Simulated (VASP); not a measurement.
# TiAl (Pm) in VASP: single point with PBEsol

Aim: the single point of TiAl with PBEsol.

All numbers are computed with VASP 6.6.1; they aren't measurements. Logs are shortened: lines on timing, memory, paths and dates and some standing lists are left out, and cuts for length are marked.

### Step 1. The cell of the first run

Symmetry: Pm, No. 6, monoclinic system. Conventional cell: a = 3.179 Å, b = 3.179 Å, c = 3.179 Å, α = 90.00°, β = 90.00°, γ = 90.00°. Ti (site symmetry m) has 8 Al at 2.38 to 3.16 Å and 6 Ti at 3.18 Å within 3.2 Å. Al (site symmetry m) has 8 Ti at 2.38 to 3.16 Å and 6 Al at 3.18 Å within 3.2 Å.

### Step 2. Single point, PBEsol (atom 2 (Al) moved by (-0.450, -0.225) A along y and z)

The input, INCAR:

```
SYSTEM = TiAl
ALGO = Fast
EDIFF = 1E-6
ENCUT = 520
GGA = PS
ISIF = 2
ISMEAR = 0
LASPH = .TRUE.
LCHARG = .FALSE.
LREAL = .FALSE.
LWAVE = .FALSE.
NBANDS = 14
NELM = 100
PREC = Accurate
SIGMA = 0.15
```

The input, KPOINTS:

```
k-points
0
G
  16 16 16
  0 0 0
```

The input, POSCAR:

```
TiAl
1.0
    3.1790640000      0.0000000000      0.0000000000
    0.0000000000      3.1790640000      0.0000000000
    0.0000000000      0.0000000000      3.1790640000
Ti Al
1 1
Direct
    0.0000000000      0.0000000000      0.0000000000
    0.5000000000      0.3584489019      0.4292244510
```

Potentials or basis: VASP PAW PBE potentials, release 64 (Ti_sv, Al).

Started as:

```
$ cat potpaw_PBE.64/Ti_sv/POTCAR potpaw_PBE.64/Al/POTCAR > POTCAR
$ mpirun -np 1 vasp_std > vasp.out
```

OUTCAR:

```text
SYSTEM = TiAl
   EDIFF = 1E-6
   ENCUT = 520
   GGA = PS
   ISIF = 2
   ISMEAR = 0
   LASPH = .TRUE.
   LREAL = .FALSE.
   NELM = 100
   PREC = Accurate

 ion  position               nearest neighbor table
   1  0.000  0.000  0.000-   2 2.38   2 2.38   2 2.67   2 2.67   2 2.92   2 2.92
   2  0.500  0.358  0.429-   1 2.38   1 2.38   1 2.67   1 2.67   1 2.92   1 2.92

  LATTYP: Found a simple cubic cell.
 ALAT       =     3.1790640000

  Lattice vectors:

 A1 = (   3.1790640000,   0.0000000000,   0.0000000000)
 A2 = (   0.0000000000,   3.1790640000,   0.0000000000)
 A3 = (   0.0000000000,   0.0000000000,   3.1790640000)

Analysis of symmetry for initial positions (statically):
=====================================================================
 Subroutine PRICEL returns:
 Original cell was already a primitive cell.

 Routine SETGRP: Setting up the symmetry group for a
 simple cubic supercell.

 Subroutine GETGRP returns: Found  2 space group operations
 (whereof  2 operations were pure point group operations)
 out of a pool of 48 trial point group operations.

The static configuration has the point symmetry C_1h.

Analysis of symmetry for dynamics (positions and initial velocities):
=====================================================================
 Subroutine PRICEL returns:
 Original cell was already a primitive cell.

 Routine SETGRP: Setting up the symmetry group for a
 simple cubic supercell.

 Subroutine GETGRP returns: Found  2 space group operations
 (whereof  2 operations were pure point group operations)
 out of a pool of 48 trial point group operations.

The dynamic configuration has the point symmetry C_1h.

 Subroutine INISYM returns: Found  2 space group operations
 (whereof  2 operations are pure point group operations),
 and found     1 'primitive' translations

----------------------------------------------------------------------------------------

                                     Primitive cell

  volume of cell :      32.1290

  direct lattice vectors                    reciprocal lattice vectors
     3.179064000  0.000000000  0.000000000     0.314557996  0.000000000  0.000000000
     0.000000000  3.179064000  0.000000000     0.000000000  0.314557996  0.000000000
     0.000000000  0.000000000  3.179064000     0.000000000  0.000000000  0.314557996

  length of vectors
     3.179064000  3.179064000  3.179064000     0.314557996  0.314557996  0.314557996

  position of ions in fractional coordinates (direct lattice)
[... 90 lines left out ...]
   NELECT =      15.0000    total number of electrons
   NUPDOWN=      -1.0000    fix difference up-down
   EMIN   =  10.00;   EMAX   =-10.00  energy-range for DOS
   EFERMI =   0.00;   METHOD = LEGACY
   ISMEAR =     0;   SIGMA  =   0.15  broadening in eV -4-tet -1-fermi 0-gaus
   EFERMI_NEDOS =   21; number of points for ismear=-14 and -15
   IALGO  =     68    algorithm
   IMIX   =      4    mixing-type and parameters
     AMIX     =   0.40;   BMIX     =  1.00
     AMIX_MAG =   1.60;   BMIX_MAG =  1.00
  volume/ion in A,a.u.               =      16.06       108.41
  Fermi-wavevector in a.u.,A,eV,Ry     =   1.270007  2.399964 21.945065  1.612917
  Thomas-Fermi vector in A             =   2.403017
   LORBIT       =      0    0 simple, 1 ext, 2 COOP (PROOUT), +10 PAW based schemes
   GGA     = PS    functional components
   LHFCALC =     F    Hartree Fock is set to
   AEXX    =    0.0000 exact exchange contribution
   IVDW    =     0    specifies the selected vdW correction
   LEPSILON=     F    determine dielectric tensor
   LRPA    =     F    only Hartree local field effects (RPA)
 non-spin polarized calculation
 RMM-DIIS sequential band-by-band and
 Gauss-broadening in eV      SIGMA  =   0.15
  energy-cutoff  :      520.00
  volume of cell :       32.13
 maximum number of plane-waves:       912
   NGX = 11   NGY = 11   NGZ = 11

 number of electron      14.9999994 magnetization

 Free energy of the ion-electron system (eV)
  ---------------------------------------------------
  ext. energy  EPLUGINS =         0.00000000
  ---------------------------------------------------
  free energy    TOTEN  =       -12.13607128 eV

  energy without entropy =      -12.10723532  energy(sigma->0) =      -12.12165330

 E-fermi :   8.5104     XC(G=0): -11.1341

 val. band max:        8.5098129179   @ k =   0.1250   0.3750   0.2500
 cond. band min:       8.5120535582   @ k =   0.3125   0.3125   0.1875
 fundamental gap:      0.0022406403
 Fermi energy:         8.5104163626

 k-point     1 :       0.0000    0.0000    0.0000
  band No.  band energies     occupation
      1     -47.9926      2.00000
      2     -24.3345      2.00000
      3     -24.3260      2.00000
      4     -24.2850      2.00000
      5      -0.5355      2.00000
      6       6.9607      2.00000
      7       7.0342      2.00000
      8      10.0276      0.00000
      9      10.3327      0.00000
     10      10.4497      0.00000
     11      13.3346      0.00000
     12      13.3486      0.00000
     13      13.7674      0.00000
     14      17.3286      0.00000
[... 377 lines left out ...]
      1     -47.9775      2.00000
      2     -24.4799      2.00000
      3     -24.3106      2.00000
      4     -24.2970      2.00000
      5       2.5297      2.00000
      6       3.6334      2.00000
      7       7.7452      2.00000
      8       8.7380      0.03193
      9       8.8693      0.00072
     10      10.3995      0.00000
     11      11.7165      0.00000
     12      15.6370      0.00000
     13      17.2162      0.00000
     14      17.2624      0.00000

 [... further k-points ...]

------------------------ aborting loop because EDIFF is reached ----------------------------------------

  FORCE on cell =-STRESS in cart. coord.  units (eV):
  Direction    XX          YY          ZZ          XY          YZ          ZX
  --------------------------------------------------------------------------------------
  -------------------------------------------------------------------------------------
  Total        2.5320908      0.2696785      1.8039675      0.0000000      1.5823517      0.0000000
  in kB      126.2676331     13.4480421     89.9583508      0.0000000     78.9070450      0.0000000
  external PRESSURE =      76.5580087 kB  Pullay stress =       0.0000000 kB

 VOLUME and BASIS-vectors are now :
 -----------------------------------------------------------------------------
  energy-cutoff  :      520.00
  volume of cell :       32.13
      direct lattice vectors                 reciprocal lattice vectors
     3.179064000  0.000000000  0.000000000     0.314557996  0.000000000  0.000000000
     0.000000000  3.179064000  0.000000000     0.000000000  0.314557996  0.000000000
     0.000000000  0.000000000  3.179064000     0.000000000  0.000000000  0.314557996

 POSITION                                       TOTAL-FORCE (eV/Angst)
 -----------------------------------------------------------------------------------
      0.00000      0.00000      0.00000         0.000000     -2.961101     -2.017018
      1.58953      1.13953      1.36453         0.000000      2.961101      2.017018
 -----------------------------------------------------------------------------------
    total drift:                                0.000000     -0.001816     -0.001036

  FREE ENERGIE OF THE ION-ELECTRON SYSTEM (eV)
  ---------------------------------------------------
  free  energy   TOTEN  =       -12.1360712768 eV

  energy  without entropy=      -12.1072353235  energy(sigma->0) =      -12.12165330
```

Wall time 4.6 min (1 thread of Intel Xeon 6975P-C (Granite Rapids), shared host); peak memory 0.6 GiB.

What came out:

| Item | Value |
| --- | --- |
| Free energy | -12.1361 eV |
| Pressure | 7.7 GPa |
| Largest force | 3.583 eV/Å |
| Band gap on the k mesh | zero (an odd number of electrons rules out a gap without spin polarisation) |

Forces in eV/Å, atoms in the order of the input:
```
Ti   0.000 -2.961 -2.017
Al   0.000  2.961  2.017
```

Caveat: the cell differs from its parent crystal (atom 2 (Al) moved by (-0.450, -0.225) A along y and z); the stress differs along the axes, from 1 to 13 GPa; the PAW data sets were made with another functional, which shifts forces and pressure a little.
